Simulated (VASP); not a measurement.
# Cu3N (Pm-3m) in VASP: a series of runs

The runs below take Cu3N through single point, relaxation of cell and atoms, with LDA.

Everything below comes from runs of VASP 6.6.1. Logs are shortened: lines on timing, memory, paths and dates and some standing lists are left out, and cuts for length are marked.

### Step 1. The cell of the first run

Symmetry: Pm-3m, No. 221, cubic system. The conventional cell has a = 3.721 Å, b = 3.721 Å, c = 3.721 Å, α = 90.00°, β = 90.00°, γ = 90.00°. Within 2.5 Å of Cu (site symmetry 4/mmm) lie 2 N at 1.86 Å. N (site symmetry m-3m) has 6 Cu at 1.86 Å within 2.5 Å.

### Step 2. Single point, LDA

Contents of INCAR:

```
SYSTEM = Cu3N
ALGO     = Normal         ! electronic algorithm
EDIFF    = 1E-6           ! SCF threshold, eV
ENCUT    = 600            ! plane-wave cutoff, eV
GGA_COMPAT= .FALSE.      
ISIF     = 2              ! what is computed and relaxed
ISMEAR   = 0              ! smearing method
LASPH    = .TRUE.         ! aspherical terms in the spheres
LCHARG   = .TRUE.         ! write CHGCAR
LELF     = .TRUE.         ! ELF
LREAL    = .FALSE.        ! projectors in reciprocal space
LVHAR    = .TRUE.       
LWAVE    = .FALSE.        ! write WAVECAR
NBANDS   = 27             ! bands
NELM     = 120            ! most SCF steps
PREC     = Accurate       ! precision mode
SIGMA    = 0.01           ! smearing width, eV
```

Contents of KPOINTS:

```
k-points
0
G
  10 10 10
  0 0 0
```

Contents of POSCAR:

```
Cu3N
1.0
    3.7209142367      0.0000000000      0.0000000000
    0.0000000000      3.7209142367      0.0000000000
    0.0000000000      0.0000000000      3.7209142367
Cu N
3 1
Direct
    0.5000000000      0.0000000000      0.0000000000
    0.0000000000      0.5000000000      0.0000000000
    0.0000000000      0.0000000000      0.5000000000
    0.0000000000      0.0000000000      0.0000000000
```

Potentials or basis: VASP PAW LDA potentials, release 64 (Cu, N).

The run is started by

```
> cat potpaw_LDA.64/Cu/POTCAR potpaw_LDA.64/N/POTCAR > POTCAR
> mpirun -np 1 vasp_std > vasp.out
```

OUTCAR:

```text
SYSTEM = Cu3N
   EDIFF = 1E-6
   ENCUT = 600
   ISIF = 2
   ISMEAR = 0
   LASPH = .TRUE.
   LREAL = .FALSE.
   NELM = 120
   PREC = Accurate

 ion  position               nearest neighbor table
   1  0.500  0.000  0.000-   4 1.86   4 1.86   2 2.63   3 2.63   2 2.63   2 2.63   3 2.63   3 2.63
                             3 2.63   2 2.63
   2  0.000  0.500  0.000-   4 1.86   4 1.86   1 2.63   3 2.63   1 2.63   3 2.63   3 2.63   3 2.63
                             1 2.63   1 2.63
   3  0.000  0.000  0.500-   4 1.86   4 1.86   1 2.63   1 2.63   2 2.63   2 2.63   2 2.63   2 2.63
                             1 2.63   1 2.63
   4  0.000  0.000  0.000-   1 1.86   2 1.86   3 1.86   3 1.86   2 1.86   1 1.86

  LATTYP: Found a simple cubic cell.
 ALAT       =     3.7209142367

  Lattice vectors:

 A1 = (   3.7209142367,   0.0000000000,   0.0000000000)
 A2 = (   0.0000000000,   3.7209142367,   0.0000000000)
 A3 = (   0.0000000000,   0.0000000000,   3.7209142367)

Analysis of symmetry for initial positions (statically):
=====================================================================
 Subroutine PRICEL returns:
 Original cell was already a primitive cell.

 Routine SETGRP: Setting up the symmetry group for a
 simple cubic supercell.

 Subroutine GETGRP returns: Found 48 space group operations
 (whereof 48 operations were pure point group operations)
 out of a pool of 48 trial point group operations.

The static configuration has the point symmetry O_h .

Analysis of symmetry for dynamics (positions and initial velocities):
=====================================================================
 Subroutine PRICEL returns:
 Original cell was already a primitive cell.

 Routine SETGRP: Setting up the symmetry group for a
 simple cubic supercell.

 Subroutine GETGRP returns: Found 48 space group operations
 (whereof 48 operations were pure point group operations)
 out of a pool of 48 trial point group operations.

The dynamic configuration has the point symmetry O_h .

 Subroutine INISYM returns: Found 48 space group operations
 (whereof 48 operations are pure point group operations),
 and found     1 'primitive' translations

----------------------------------------------------------------------------------------

                                     Primitive cell

  volume of cell :      51.5168

  direct lattice vectors                    reciprocal lattice vectors
     3.720914237  0.000000000  0.000000000     0.268751155  0.000000000  0.000000000
     0.000000000  3.720914237  0.000000000     0.000000000  0.268751155  0.000000000
     0.000000000  0.000000000  3.720914237     0.000000000  0.000000000  0.268751155

  length of vectors
     3.720914237  3.720914237  3.720914237     0.268751155  0.268751155  0.268751155

  position of ions in fractional coordinates (direct lattice)
     0.500000000  0.000000000  0.000000000
     0.000000000  0.500000000  0.000000000
     0.000000000  0.000000000  0.500000000
     0.000000000  0.000000000  0.000000000

  ion indices of the primitive-cell ions
   primitive index   ion index
                 1           1
                 2           2
                 3           3
                 4           4

----------------------------------------------------------------------------------------

 KPOINTS: k-points

Automatic generation of k-mesh.
 Grid dimensions read from file:
 generate k-points for:   10   10   10

 Generating k-lattice:

  Cartesian coordinates                     Fractional coordinates (reciprocal lattice)
     0.026875116  0.000000000  0.000000000     0.100000000  0.000000000  0.000000000
     0.000000000  0.026875116  0.000000000     0.000000000  0.100000000  0.000000000
     0.000000000  0.000000000  0.026875116     0.000000000  0.000000000  0.100000000

  Length of vectors
     0.026875116  0.026875116  0.026875116

  Shift w.r.t. Gamma in fractional coordinates (k-lattice)
     0.000000000  0.000000000  0.000000000

 Subroutine IBZKPT returns following result:
 ===========================================

 Found     56 irreducible k-points:

 Following reciprocal coordinates:
            Coordinates               Weight
  0.000000  0.000000  0.000000      1.000000
  0.100000  0.000000  0.000000      6.000000
  0.200000  0.000000  0.000000      6.000000
  0.300000  0.000000  0.000000      6.000000
  0.400000  0.000000  0.000000      6.000000
  0.500000  0.000000  0.000000      3.000000
[... 16 lines left out ...]
  0.200000  0.100000  0.100000     24.000000
  0.300000  0.100000  0.100000     24.000000
 [... further k-points ...]
   k-points           NKPTS =     56   k-points in BZ     NKDIM =     56   number of bands    NBANDS=     27
   number of dos      NEDOS =    301   number of ions     NIONS =      4
   total plane-waves  NPLWV =  27000
   dimension x,y,z NGX =    30 NGY =   30 NGZ =   30
   dimension x,y,z NGXF=    60 NGYF=   60 NGZF=   60
   ions per type =               3   1
   NGX,Y,Z   is equivalent  to a cutoff of  13.40, 13.40, 13.40 a.u.
   NGXF,Y,Z  is equivalent  to a cutoff of  26.81, 26.81, 26.81 a.u.
 SYSTEM =  Cu3N
   PREC   = accura    normal or accurate (medium, high low for compatibility)
   ISTART =      0    job   : 0-new  1-cont  2-samecut
   ICHARG =      2    charge: 1-file 2-atom 10-const
   ISPIN  =      1    spin polarized calculation?
   LNONCOLLINEAR =      F non collinear calculations
   LSORBIT =      F    spin-orbit coupling
   LASPH  =      T    aspherical Exc in radial PAW
   ENCUT  =  600.0 eV  44.10 Ry    6.64 a.u.   7.43  7.43  7.43*2*pi/ulx,y,z
   NELM   =    120;   NELMIN=  2; NELMDL= -5     # of ELM steps
   EDIFF  = 0.1E-05   stopping-criterion for ELM
   LREAL  =      F    real-space projection
   EDIFFG = 0.1E-04   stopping-criterion for IOM
   NSW    =      0    number of steps for IOM
   IBRION =     -1    ionic relax: 0-MD 1-quasi-New 2-CG
   NFREE  =      0    steps in history (QN), initial steepest desc. (CG)
   ISIF   =      2    stress and relaxation
   ISYM   =      2    0-nonsym 1-usesym 2-fastsym
   POTIM  = 0.5000    time-step for ionic-motion
   TEBEG  =    0.0;   TEEND  =   0.0 temperature during run
   PSTRESS=    0.0 pullay stress
   NELECT =      38.0000    total number of electrons
   NUPDOWN=      -1.0000    fix difference up-down
   EMIN   =  10.00;   EMAX   =-10.00  energy-range for DOS
   EFERMI =   0.00;   METHOD = LEGACY
   ISMEAR =     0;   SIGMA  =   0.01  broadening in eV -4-tet -1-fermi 0-gaus
   EFERMI_NEDOS =   21; number of points for ismear=-14 and -15
   IALGO  =     38    algorithm
   IMIX   =      4    mixing-type and parameters
     AMIX     =   0.40;   BMIX     =  1.00
     AMIX_MAG =   1.60;   BMIX_MAG =  1.00
  volume/ion in A,a.u.               =      12.88        86.91
  Fermi-wavevector in a.u.,A,eV,Ry     =   1.479175  2.795236 29.769005  2.187960
  Thomas-Fermi vector in A             =   2.593366
   LORBIT       =      0    0 simple, 1 ext, 2 COOP (PROOUT), +10 PAW based schemes
   GGA     = CA    functional components
   LHFCALC =     F    Hartree Fock is set to
   AEXX    =    0.0000 exact exchange contribution
   IVDW    =     0    specifies the selected vdW correction
   LEPSILON=     F    determine dielectric tensor
   LRPA    =     F    only Hartree local field effects (RPA)
 non-spin polarized calculation
 Gauss-broadening in eV      SIGMA  =   0.01
  energy-cutoff  :      600.00
  volume of cell :       51.52
 maximum number of plane-waves:      1751
 NGX is ok and might be reduce to    30
   NGX = 15   NGY = 15   NGZ = 15

 number of electron      38.0000065 magnetization

 Free energy of the ion-electron system (eV)
  ---------------------------------------------------
  ext. energy  EPLUGINS =         0.00000000
  ---------------------------------------------------
  free energy    TOTEN  =       -22.17011999 eV

  energy without entropy =      -22.17011010  energy(sigma->0) =      -22.17011504

 E-fermi :   5.4603     XC(G=0): -11.5641

 val. band max:        5.4491852785   @ k =   0.5000   0.5000   0.0000
 cond. band min:       5.4713791340   @ k =   0.5000   0.5000   0.5000
 fundamental gap:      0.0221938556
 Fermi energy:         5.4602813174

 k-point     1 :       0.0000    0.0000    0.0000
  band No.  band energies     occupation
      1     -11.8591      2.00000
      2      -0.2888      2.00000
      3       0.2625      2.00000
      4       0.2625      2.00000
      5       0.2625      2.00000
      6       1.1282      2.00000
[... 19 lines left out ...]
     26      18.1089      0.00000
     27      18.1089      0.00000

 k-point     2 :       0.1000    0.0000    0.0000
  band No.  band energies     occupation
      1     -11.8158      2.00000
      2      -0.4062      2.00000
      3       0.0484      2.00000
      4       0.1265      2.00000
      5       0.1265      2.00000
      6       1.1399      2.00000
[... 19 lines left out ...]
     26      17.4988      0.00000
     27      17.6174      0.00000

 k-point     3 :       0.2000    0.0000    0.0000
  band No.  band energies     occupation
      1     -11.6981      2.00000
      2      -1.1140      2.00000
      3      -0.1245      2.00000
      4      -0.1245      2.00000
      5       0.1599      2.00000
      6       1.1713      2.00000
[... 19 lines left out ...]
     26      16.2457      0.00000
     27      16.6889      0.00000

 k-point     4 :       0.3000    0.0000    0.0000
  band No.  band energies     occupation
      1     -11.5433      2.00000
      2      -1.8989      2.00000
      3      -0.3484      2.00000
      4      -0.3484      2.00000
      5       0.4910      2.00000
      6       1.2121      2.00000
[... 19 lines left out ...]
     26      15.4099      0.00000
     27      15.8183      0.00000
[... 516 lines left out ...]
      4      -0.3519      2.00000
      5       0.2035      2.00000
      6       1.2873      2.00000
[... 19 lines left out ...]
     26      16.2688      0.00000
     27      16.2688      0.00000

 k-point    23 :       0.2000    0.1000    0.1000
  band No.  band energies     occupation
      1     -11.6106      2.00000
      2      -1.1784      2.00000
      3      -0.5687      2.00000
      4      -0.5344      2.00000
      5       0.3553      2.00000
      6       1.3159      2.00000
[... 19 lines left out ...]
     26      15.1598      0.00000
     27      15.7876      0.00000

 k-point    24 :       0.3000    0.1000    0.1000
  band No.  band energies     occupation
      1     -11.4551      2.00000
      2      -1.9422      2.00000
      3      -0.7157      2.00000
      4      -0.7077      2.00000
      5       0.6548      2.00000
      6       1.3643      2.00000
[... 19 lines left out ...]
     26      14.9739      0.00000
     27      16.1583      0.00000

 [... further k-points ...]
[... 5 lines left out ...]
  --------------------------------------------------------------------------------------
  -------------------------------------------------------------------------------------
  Total        0.3187437      0.3187437      0.3187437     -0.0000000     -0.0000000     -0.0000000
  in kB        9.9129576      9.9129576      9.9129576     -0.0000000     -0.0000000     -0.0000000
  external PRESSURE =       9.9129576 kB  Pullay stress =       0.0000000 kB

 VOLUME and BASIS-vectors are now :
 -----------------------------------------------------------------------------
  energy-cutoff  :      600.00
  volume of cell :       51.52
      direct lattice vectors                 reciprocal lattice vectors
     3.720914237  0.000000000  0.000000000     0.268751155  0.000000000  0.000000000
     0.000000000  3.720914237  0.000000000     0.000000000  0.268751155  0.000000000
     0.000000000  0.000000000  3.720914237     0.000000000  0.000000000  0.268751155

 POSITION                                       TOTAL-FORCE (eV/Angst)
 -----------------------------------------------------------------------------------
      1.86046      0.00000      0.00000         0.000000      0.000000      0.000000
      0.00000      1.86046      0.00000         0.000000      0.000000      0.000000
      0.00000      0.00000      1.86046         0.000000      0.000000      0.000000
      0.00000      0.00000      0.00000         0.000000      0.000000      0.000000
 -----------------------------------------------------------------------------------
    total drift:                                0.000000      0.000000      0.000000

  FREE ENERGIE OF THE ION-ELECTRON SYSTEM (eV)
  ---------------------------------------------------
  free  energy   TOTEN  =       -22.1701199863 eV

  energy  without entropy=      -22.1701101000  energy(sigma->0) =      -22.17011504
```

It took 92 s on 1 thread of Intel Xeon Platinum 8375C at 2.90GHz (Ice Lake), shared host; peak memory 0.2 GiB.

What came out:

| Property | Result |
| --- | --- |
| Free energy | -22.1701 eV |
| Pressure | 1.0 GPa |
| Band gap on the k mesh | zero (band 19 reaches 5.47 eV, above the bottom of band 20 at 5.45 eV) |

### Step 3. Relaxation of cell and atoms, LDA

This run uses another cell than the first one, of 14.02 Å³/atom, 1.088 times its volume.

Contents of INCAR:

```
PREC = Accurate
ENCUT = 600
EDIFF = 1E-7
ISMEAR = 0
SIGMA = 0.01
LREAL = F
LASPH = T
NELM = 120
ALGO = Normal
ISIF = 3
LWAVE = F
LCHARG = F
IBRION = 2
NSW = 70
EDIFFG = -0.005
GGA_COMPAT = F
NELMIN = 4
```

Contents of KPOINTS:

```
Automatic mesh
0
Gamma
  10 10 10
```

Contents of POSCAR:

```
Cu3N
1.0
    3.8272904603      0.0000000000      0.0000000000
    0.0000000000      3.8272904603      0.0000000000
    0.0000000000      0.0000000000      3.8272904603
Cu N
3 1
Direct
    0.5000000000      0.0000000000      0.0000000000
    0.0000000000      0.5000000000      0.0000000000
    0.0000000000      0.0000000000      0.5000000000
    0.0000000000      0.0000000000      0.0000000000
```

Potentials or basis: VASP PAW LDA potentials, release 64 (Cu, N).

The run is started by

```
> cat potpaw_LDA.64/Cu/POTCAR potpaw_LDA.64/N/POTCAR > POTCAR
> mpirun -np 1 vasp_std > vasp.out
```

OUTCAR:

```text
PREC = Accurate
   ENCUT = 600
   EDIFF = 1E-7
   ISMEAR = 0
   LREAL = F
   LASPH = T
   NELM = 120
   ISIF = 3
   IBRION = 2
   NSW = 70
   EDIFFG = -0.005
   NELMIN = 4

 ion  position               nearest neighbor table
   1  0.500  0.000  0.000-   4 1.91   4 1.91   2 2.71   3 2.71   2 2.71   2 2.71   3 2.71   3 2.71
                             3 2.71   2 2.71
   2  0.000  0.500  0.000-   4 1.91   4 1.91   1 2.71   3 2.71   1 2.71   3 2.71   3 2.71   3 2.71
                             1 2.71   1 2.71
   3  0.000  0.000  0.500-   4 1.91   4 1.91   1 2.71   1 2.71   2 2.71   2 2.71   2 2.71   2 2.71
                             1 2.71   1 2.71
   4  0.000  0.000  0.000-   1 1.91   2 1.91   3 1.91   3 1.91   2 1.91   1 1.91

  LATTYP: Found a simple cubic cell.
 ALAT       =     3.8272904603

  Lattice vectors:

 A1 = (   3.8272904603,   0.0000000000,   0.0000000000)
 A2 = (   0.0000000000,   3.8272904603,   0.0000000000)
 A3 = (   0.0000000000,   0.0000000000,   3.8272904603)

Analysis of symmetry for initial positions (statically):
=====================================================================
 Subroutine PRICEL returns:
 Original cell was already a primitive cell.

[... 177 lines left out ...]
------------------------ aborting loop because EDIFF is reached ----------------------------------------

  FORCE on cell =-STRESS in cart. coord.  units (eV):
  Direction    XX          YY          ZZ          XY          YZ          ZX
  --------------------------------------------------------------------------------------
  -------------------------------------------------------------------------------------
  Total       -3.3821323     -3.3821323     -3.3821323      0.0000000      0.0000000      0.0000000
  in kB      -96.6555747    -96.6555747    -96.6555747      0.0000000      0.0000000      0.0000000
  external PRESSURE =     -96.6555747 kB  Pullay stress =       0.0000000 kB
[... 63 lines left out ...]
--------------------------------------- Ionic step        3  -------------------------------------------

 number of electron      38.0000031 magnetization

 Free energy of the ion-electron system (eV)
  ---------------------------------------------------
  ext. energy  EPLUGINS =         0.00000000
  ---------------------------------------------------
  free energy    TOTEN  =       -22.17419252 eV

  energy without entropy =      -22.17415912  energy(sigma->0) =      -22.17417582

 E-fermi :   5.3983     XC(G=0): -11.5315

 val. band max:        5.3971422335   @ k =   0.5000   0.5000   0.0000
 cond. band min:       5.3994387738   @ k =   0.5000   0.5000   0.5000
 fundamental gap:      0.0022965403
 Fermi energy:         5.3982906144

 k-point     1 :       0.0000    0.0000    0.0000
  band No.  band energies     occupation
      1     -11.8688      2.00000
      2      -0.3163      2.00000
      3       0.2289      2.00000
      4       0.2289      2.00000
      5       0.2289      2.00000
      6       1.0965      2.00000
[... 613 lines left out ...]
     22      10.5438      0.00000
     23      11.9887      0.00000

 [... further k-points ...]
[... 5 lines left out ...]
  --------------------------------------------------------------------------------------
  -------------------------------------------------------------------------------------
  Total       -0.0144218     -0.0144218     -0.0144218      0.0000000      0.0000000     -0.0000000
  in kB       -0.4458012     -0.4458012     -0.4458012      0.0000000      0.0000000     -0.0000000
  external PRESSURE =      -0.4458012 kB  Pullay stress =       0.0000000 kB
[... 19 lines left out ...]
  FREE ENERGIE OF THE ION-ELECTRON SYSTEM (eV)
  ---------------------------------------------------
  free  energy   TOTEN  =       -22.1741925233 eV

  energy  without entropy=      -22.1741591154  energy(sigma->0) =      -22.17417582

 reached required accuracy - stopping structural energy minimisation
```

OSZICAR:

```text
N       E                     dE             d eps       ncg     rms          rms(c)
DAV:   1     0.299048778852E+03    0.29905E+03   -0.19305E+04  2592   0.291E+03
DAV:   2     0.108051339410E+02   -0.28824E+03   -0.28118E+03  2576   0.427E+02
DAV:   3    -0.252319278295E+02   -0.36037E+02   -0.34795E+02  3711   0.186E+02
[... 35 lines left out ...]
DAV:   7    -0.221741945067E+02    0.74617E-06   -0.62298E-04  3987   0.302E-01    0.280E-02
DAV:   8    -0.221741972716E+02   -0.27648E-05   -0.56575E-05  4232   0.140E-01    0.156E-02
DAV:   9    -0.221741925926E+02    0.46790E-05   -0.13118E-05  4065   0.755E-02    0.451E-03
DAV:  10    -0.221741925306E+02    0.61941E-07   -0.26776E-06  3587   0.125E-02    0.858E-04
DAV:  11    -0.221741925233E+02    0.73032E-08   -0.87777E-08  1717   0.405E-03
   3 F= -.22174193E+02 E0= -.22174176E+02  d E =-.137152E+00
```

It took 3 min on 1 thread of Intel Xeon Platinum 8375C at 2.90GHz (Ice Lake), shared host; peak memory 0.21 GiB.

Results:

```
Free energy                            : -22.1742 eV
Relaxed volume                         : 12.96 Å³/atom
Relaxed cell                           : a = 3.728 Å, b = 3.728 Å, c = 3.728 Å, α = 90.00°, β = 90.00°, γ = 90.00°
Space group after relaxing (to 0.05 Å) : Pm-3m (No. 221)
Energy gained by relaxing              : 34.3 meV/atom
Ionic steps                            : 3
Pressure after relaxing                : 0.0 GPa
Band gap on the k mesh                 : zero (filled and empty bands overlap)
```

Step by step:
```
step  energy change (eV)  largest force (eV/Å)  pressure (GPa)  volume (Å³)
   1              0.0000                0.0000           -9.67        56.06
   2             -0.0850                0.0000            7.48        49.48
   3             -0.1372                0.0000           -0.04        51.83
```

Final structure:
```
Cu N
1.0
     3.72846    0.00000    0.00000
     0.00000    3.72846    0.00000
     0.00000    0.00000    3.72846
Cu N
3 1
Direct
  0.50000 0.00000 0.00000
  0.00000 0.50000 0.00000
  0.00000 0.00000 0.50000
  0.00000 0.00000 0.00000
```

With open d or f shells a metallic result of LDA can be an artefact of self-interaction; +U or a hybrid may open a gap. LDA usually gives volumes a few per cent too small.
